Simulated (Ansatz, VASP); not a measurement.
**Bi: VASP beside Ansatz**

```
Bi
1.0
     0.00000    3.64424    3.64424
     3.64424    0.00000    3.64424
     3.64424    3.64424    0.00000
Bi
2
Direct
  0.87500 0.87500 0.87500
  0.12500 0.12500 0.12500
```

Alike in both runs: functional PBE; k mesh 11 × 11 × 11; occupations fermi-dirac, width 0.05 eV; no spin polarisation.

Ansatz relaxed the structure, and its values are those at the end. VASP's run is a single point on that final structure, the one shown.

|  | VASP | Ansatz |
| --- | --- | --- |
| version | VASP 6.6.1 | Ansatz 0.2.0 |
| potentials or method | VASP PAW PBE potentials, release 64 (Bi_d) | PAW with Ansatz's default frozen-core files, scalar-relativistic |
| plane-wave cutoff (eV) | 520 | 420 |
| valence electrons in the cell | 30 | 30 |

|  | VASP | Ansatz | Ansatz less VASP |
| --- | --- | --- | --- |
| pressure (GPa) | 0.0 | 0.0 | +0.05 |

Neither program's run includes spin-orbit coupling.
